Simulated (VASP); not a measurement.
# Li2O (Fm-3m) in VASP: notebook

The runs below take Li2O through single point, with PBE.

Everything below comes from runs of VASP 6.6.1. Logs are shortened: lines on timing, memory, paths and dates and some standing lists are left out, and cuts for length are marked.

### 1 The cell of the first run

Symmetry: Fm-3m, No. 225, cubic system. Conventional cell: a = 4.415 Å, b = 4.415 Å, c = 4.415 Å, α = 90.00°, β = 90.00°, γ = 90.00°. Li (site symmetry -43m) has 4 O at 1.91 Å and 6 Li at 2.21 Å within 2.5 Å. O (site symmetry m-3m) has 8 Li at 1.91 Å within 2.5 Å.

### 2 Single point, PBE (volume changed by -10%)

Input file INCAR:

```
SYSTEM = Li2O
  PREC = Accurate
  ENCUT = 750
  EDIFF = 1E-6
  ISMEAR = 0
  SIGMA = 0.01
  LREAL = .False.
  LASPH = .True.
  NELM = 120
  ALGO = Normal
  ISIF = 2
  LWAVE = .False.
  LCHARG = .False.
  GGA = PE
  NBANDS = 13
  GGA_COMPAT = .False.
```

Input file KPOINTS:

```
regular mesh
0
Gamma
  6 6 6
  0 0 0
```

Input file POSCAR:

```
Li2O
1.0
    0.0000000000      2.2074655179      2.2074655179
    2.2074655179      0.0000000000      2.2074655179
    2.2074655179      2.2074655179      0.0000000000
Li O
2 1
Direct
    0.7500000000      0.7500000000      0.7500000000
    0.2500000000      0.2500000000      0.2500000000
    0.0000000000      0.0000000000      0.0000000000
```

Potentials or basis: VASP PAW PBE potentials, release 64 (Li_sv, O).

Launch:

```sh
$ cat potpaw_PBE.64/Li_sv/POTCAR potpaw_PBE.64/O/POTCAR > POTCAR
$ mpirun -np 1 vasp_std > vasp.out
```

OUTCAR:

```text
SYSTEM = Li2O
   PREC = Accurate
   ENCUT = 750
   EDIFF = 1E-6
   ISMEAR = 0
   LREAL = .False.
   LASPH = .True.
   NELM = 120
   ISIF = 2
   GGA = PE

 ion  position               nearest neighbor table
   1  0.750  0.750  0.750-   3 1.91   3 1.91   3 1.91   3 1.91   2 2.21   2 2.21   2 2.21   2 2.21
                             2 2.21   2 2.21
   2  0.250  0.250  0.250-   3 1.91   3 1.91   3 1.91   3 1.91   1 2.21   1 2.21   1 2.21   1 2.21
                             1 2.21   1 2.21
   3  0.000  0.000  0.000-   1 1.91   2 1.91   1 1.91   1 1.91   1 1.91   2 1.91   2 1.91   2 1.91

  LATTYP: Found a face centered cubic cell.
 ALAT       =     4.4149310358

  Lattice vectors:

 A1 = (   0.0000000000,   2.2074655179,   2.2074655179)
 A2 = (   2.2074655179,   0.0000000000,   2.2074655179)
 A3 = (   2.2074655179,   2.2074655179,   0.0000000000)

Analysis of symmetry for initial positions (statically):
=====================================================================
 Subroutine PRICEL returns:
 Original cell was already a primitive cell.

 Routine SETGRP: Setting up the symmetry group for a
 face centered cubic supercell.

 Subroutine GETGRP returns: Found 48 space group operations
 (whereof 48 operations were pure point group operations)
 out of a pool of 48 trial point group operations.

The static configuration has the point symmetry O_h .

Analysis of symmetry for dynamics (positions and initial velocities):
=====================================================================
 Subroutine PRICEL returns:
 Original cell was already a primitive cell.

 Routine SETGRP: Setting up the symmetry group for a
 face centered cubic supercell.

 Subroutine GETGRP returns: Found 48 space group operations
 (whereof 48 operations were pure point group operations)
 out of a pool of 48 trial point group operations.

The dynamic configuration has the point symmetry O_h .

 Subroutine INISYM returns: Found 48 space group operations
 (whereof 48 operations are pure point group operations),
 and found     1 'primitive' translations

----------------------------------------------------------------------------------------

                                     Primitive cell

  volume of cell :      21.5135

  direct lattice vectors                    reciprocal lattice vectors
     0.000000000  2.207465518  2.207465518    -0.226504104  0.226504104  0.226504104
     2.207465518  0.000000000  2.207465518     0.226504104 -0.226504104  0.226504104
     2.207465518  2.207465518  0.000000000     0.226504104  0.226504104 -0.226504104

  length of vectors
     3.121827674  3.121827674  3.121827674     0.392316617  0.392316617  0.392316617

  position of ions in fractional coordinates (direct lattice)
     0.750000000  0.750000000  0.750000000
     0.250000000  0.250000000  0.250000000
     0.000000000  0.000000000  0.000000000

  ion indices of the primitive-cell ions
   primitive index   ion index
                 1           1
                 2           2
                 3           3

----------------------------------------------------------------------------------------

 KPOINTS: regular mesh

Automatic generation of k-mesh.
 Grid dimensions read from file:
 generate k-points for:    6    6    6

 Generating k-lattice:

  Cartesian coordinates                     Fractional coordinates (reciprocal lattice)
    -0.037750684  0.037750684  0.037750684     0.166666667  0.000000000  0.000000000
     0.037750684 -0.037750684  0.037750684     0.000000000  0.166666667  0.000000000
     0.037750684  0.037750684 -0.037750684     0.000000000  0.000000000  0.166666667

  Length of vectors
     0.065386103  0.065386103  0.065386103

  Shift w.r.t. Gamma in fractional coordinates (k-lattice)
     0.000000000  0.000000000  0.000000000

 Subroutine IBZKPT returns following result:
 ===========================================

 Found     16 irreducible k-points:

 Following reciprocal coordinates:
            Coordinates               Weight
  0.000000  0.000000  0.000000      1.000000
  0.166667  0.000000  0.000000      8.000000
  0.333333  0.000000  0.000000      8.000000
  0.500000  0.000000  0.000000      4.000000
  0.166667  0.166667  0.000000      6.000000
  0.333333  0.166667  0.000000     24.000000
[... 8 lines left out ...]
 -0.333333  0.333333  0.166667     24.000000
 -0.333333  0.500000  0.166667     12.000000
   k-points           NKPTS =     16   k-points in BZ     NKDIM =     16   number of bands    NBANDS=     13
   number of dos      NEDOS =    301   number of ions     NIONS =      3
   total plane-waves  NPLWV =  21952
   dimension x,y,z NGX =    28 NGY =   28 NGZ =   28
   dimension x,y,z NGXF=    56 NGYF=   56 NGZF=   56
   ions per type =               2   1
   NGX,Y,Z   is equivalent  to a cutoff of  14.91, 14.91, 14.91 a.u.
   NGXF,Y,Z  is equivalent  to a cutoff of  29.82, 29.82, 29.82 a.u.
 SYSTEM =  Li2O
   PREC   = accura    normal or accurate (medium, high low for compatibility)
   ISTART =      0    job   : 0-new  1-cont  2-samecut
   ICHARG =      2    charge: 1-file 2-atom 10-const
   ISPIN  =      1    spin polarized calculation?
   LNONCOLLINEAR =      F non collinear calculations
   LSORBIT =      F    spin-orbit coupling
   LASPH  =      T    aspherical Exc in radial PAW
   ENCUT  =  750.0 eV  55.12 Ry    7.42 a.u.   6.97  6.97  6.97*2*pi/ulx,y,z
   NELM   =    120;   NELMIN=  2; NELMDL= -5     # of ELM steps
   EDIFF  = 0.1E-05   stopping-criterion for ELM
   LREAL  =      F    real-space projection
   EDIFFG = 0.1E-04   stopping-criterion for IOM
   NSW    =      0    number of steps for IOM
   IBRION =     -1    ionic relax: 0-MD 1-quasi-New 2-CG
   NFREE  =      0    steps in history (QN), initial steepest desc. (CG)
   ISIF   =      2    stress and relaxation
   ISYM   =      2    0-nonsym 1-usesym 2-fastsym
   POTIM  = 0.5000    time-step for ionic-motion
   TEBEG  =    0.0;   TEEND  =   0.0 temperature during run
   PSTRESS=    0.0 pullay stress
   NELECT =      12.0000    total number of electrons
   NUPDOWN=      -1.0000    fix difference up-down
   EMIN   =  10.00;   EMAX   =-10.00  energy-range for DOS
   EFERMI =   0.00;   METHOD = LEGACY
   ISMEAR =     0;   SIGMA  =   0.01  broadening in eV -4-tet -1-fermi 0-gaus
   EFERMI_NEDOS =   21; number of points for ismear=-14 and -15
   IALGO  =     38    algorithm
   IMIX   =      4    mixing-type and parameters
     AMIX     =   0.40;   BMIX     =  1.00
     AMIX_MAG =   1.60;   BMIX_MAG =  1.00
  volume/ion in A,a.u.               =       7.17        48.39
  Fermi-wavevector in a.u.,A,eV,Ry     =   1.347611  2.546616 24.708946  1.816056
  Thomas-Fermi vector in A             =   2.475348
   LORBIT       =      0    0 simple, 1 ext, 2 COOP (PROOUT), +10 PAW based schemes
   GGA     = PE    functional components
   LHFCALC =     F    Hartree Fock is set to
   AEXX    =    0.0000 exact exchange contribution
   IVDW    =     0    specifies the selected vdW correction
   LEPSILON=     F    determine dielectric tensor
   LRPA    =     F    only Hartree local field effects (RPA)
 non-spin polarized calculation
 Gauss-broadening in eV      SIGMA  =   0.01
  energy-cutoff  :      750.00
  volume of cell :       21.51
 maximum number of plane-waves:      1018
   NGX = 13   NGY = 13   NGZ = 13

 number of electron      11.9999996 magnetization

 Free energy of the ion-electron system (eV)
  ---------------------------------------------------
  ext. energy  EPLUGINS =         0.00000000
  ---------------------------------------------------
  free energy    TOTEN  =       -14.21955940 eV

  energy without entropy =      -14.21955940  energy(sigma->0) =      -14.21955940

 E-fermi :   2.2208     XC(G=0): -10.3386

 val. band max:        2.1105443470   @ k =   0.0000   0.0000   0.0000
 cond. band min:       7.3446017983   @ k =   0.5000   0.5000   0.0000
 fundamental gap:      5.2340574513
 Fermi energy:         2.2208202104

 k-point     1 :       0.0000    0.0000    0.0000
  band No.  band energies     occupation
      1     -40.6611      2.00000
      2     -40.1566      2.00000
      3     -13.5627      2.00000
      4       2.1105      2.00000
      5       2.1105      2.00000
      6       2.1105      2.00000
      7       8.4432      0.00000
      8      14.8409      0.00000
      9      14.8409      0.00000
     10      14.8409      0.00000
     11      22.5841      0.00000
     12      22.5841      0.00000
     13      22.5841      0.00000

 k-point     2 :       0.1667    0.0000    0.0000
  band No.  band energies     occupation
      1     -40.6212      2.00000
      2     -40.1850      2.00000
      3     -13.5105      2.00000
      4       1.1829      2.00000
      5       1.9667      2.00000
      6       1.9667      2.00000
      7       9.1202      0.00000
      8      14.9946      0.00000
      9      15.2273      0.00000
     10      15.2273      0.00000
     11      20.5619      0.00000
     12      20.5619      0.00000
     13      23.7054      0.00000

 k-point     3 :       0.3333    0.0000    0.0000
  band No.  band energies     occupation
      1     -40.5170      2.00000
      2     -40.2658      2.00000
      3     -13.3944      2.00000
      4      -0.3398      2.00000
      5       1.7055      2.00000
      6       1.7055      2.00000
      7      10.6890      0.00000
      8      14.5656      0.00000
      9      15.2483      0.00000
     10      15.2483      0.00000
     11      20.5384      0.00000
     12      20.5384      0.00000
     13      26.0035      0.00000
[... 177 lines left out ...]
 k-point    15 :      -0.3333    0.3333    0.1667
  band No.  band energies     occupation
      1     -40.3790      2.00000
      2     -40.3784      2.00000
      3     -13.2898      2.00000
      4      -0.4449      2.00000
      5       0.7082      2.00000
      6       0.8941      2.00000
      7      10.2006      0.00000
      8      13.6358      0.00000
      9      17.1114      0.00000
     10      17.4369      0.00000
     11      21.3524      0.00000
     12      21.6395      0.00000
     13      27.3033      0.00000

 k-point    16 :      -0.3333    0.5000    0.1667
  band No.  band energies     occupation
      1     -40.4171      2.00000
      2     -40.3356      2.00000
      3     -13.2813      2.00000
      4       0.0746      2.00000
      5       0.4327      2.00000
      6       0.4721      2.00000
      7       8.9841      0.00000
      8      14.6004      0.00000
      9      17.4267      0.00000
     10      18.2753      0.00000
     11      20.5029      0.00000
     12      23.7448      0.00000
     13      26.2600      0.00000

------------------------ aborting loop because EDIFF is reached ----------------------------------------

  FORCE on cell =-STRESS in cart. coord.  units (eV):
  Direction    XX          YY          ZZ          XY          YZ          ZX
  --------------------------------------------------------------------------------------
  -------------------------------------------------------------------------------------
  Total        1.9531660      1.9531660      1.9531660      0.0000000      0.0000000     -0.0000000
  in kB      145.4581155    145.4581155    145.4581155      0.0000000      0.0000000     -0.0000000
  external PRESSURE =     145.4581155 kB  Pullay stress =       0.0000000 kB

 VOLUME and BASIS-vectors are now :
 -----------------------------------------------------------------------------
  energy-cutoff  :      750.00
  volume of cell :       21.51
      direct lattice vectors                 reciprocal lattice vectors
     0.000000000  2.207465518  2.207465518    -0.226504104  0.226504104  0.226504104
     2.207465518  0.000000000  2.207465518     0.226504104 -0.226504104  0.226504104
     2.207465518  2.207465518  0.000000000     0.226504104  0.226504104 -0.226504104

 POSITION                                       TOTAL-FORCE (eV/Angst)
 -----------------------------------------------------------------------------------
      3.31120      3.31120      3.31120        -0.000000     -0.000000     -0.000000
      1.10373      1.10373      1.10373         0.000000      0.000000      0.000000
      0.00000      0.00000      0.00000         0.000000      0.000000      0.000000
 -----------------------------------------------------------------------------------
    total drift:                                0.000000      0.000000      0.000000

  FREE ENERGIE OF THE ION-ELECTRON SYSTEM (eV)
  ---------------------------------------------------
  free  energy   TOTEN  =       -14.2195593995 eV

  energy  without entropy=      -14.2195593995  energy(sigma->0) =      -14.21955940
```

Wall time 13 s (1 thread of Intel Xeon 8259CL, shared host); peak memory 0.15 GiB.

What came out:

* Free energy: -14.2196 eV
* Pressure: 14.5 GPa
* Band gap on the k mesh: 5.23 eV, indirect (least direct gap 6.33 eV)

Caveat: the cell differs from its parent crystal (volume changed by -10%). A k mesh can miss the band edges.

### 3 Single point, PBE

This run uses another cell than the first one, of 7.97 Å³/atom, 1.111 times its volume.

Input file INCAR:

```
PREC = Accurate ; ENCUT = 750
EDIFF = 1E-6 ; ISMEAR = 0
SIGMA = 0.01 ; LREAL = False
LASPH = True ; NELM = 120
ALGO = Normal ; ISIF = 2
LWAVE = False ; LCHARG = False
GGA = PE ; NBANDS = 13
GGA_COMPAT = False
```

Input file KPOINTS:

```
Automatic mesh
0
Gamma
  6 6 6
```

Input file POSCAR:

```
Li2O
1.0
    0.0000000000      2.2863695377      2.2863695377
    2.2863695377      0.0000000000      2.2863695377
    2.2863695377      2.2863695377      0.0000000000
Li O
2 1
Direct
    0.7500000000      0.7500000000      0.7500000000
    0.2500000000      0.2500000000      0.2500000000
    0.0000000000      0.0000000000      0.0000000000
```

Potentials or basis: VASP PAW PBE potentials, release 64 (Li_sv, O).

Launch:

```sh
$ cat potpaw_PBE.64/Li_sv/POTCAR potpaw_PBE.64/O/POTCAR > POTCAR
$ mpirun -np 1 vasp_std > vasp.out
```

Run time: 17 s. Hardware: 1 thread of Intel Xeon 8259CL, shared host; peak memory 0.16 GiB.

Results (log left out):

```
Free energy            : -14.3480 eV
Pressure               : 2.7 GPa
Band gap on the k mesh : 5.04 eV, indirect (least direct gap 5.49 eV)
```

Levels at points of the mesh, in eV from the valence-band top:
```tsv
k point	band 2	band 3	band 4	band 5	band 6	band 7	band 8	band 9	band 10	band 11
(0.00, 0.00, 0.00)	-42.56	-15.50	0.00	0.00	0.00	5.49	12.12	12.12	12.12	19.33
(0.50, 0.00, 0.00)	-42.73	-15.27	-2.84	-0.46	-0.46	9.41	10.12	12.24	12.24	18.20
(0.50, 0.50, 0.00)	-42.66	-15.22	-1.63	-1.43	-1.43	5.04	13.83	13.83	15.12	16.10
```

A k mesh can miss the band edges. A hybrid or GW would open this gap; PBE tends to underestimate it.

[end of part 1 of 3]
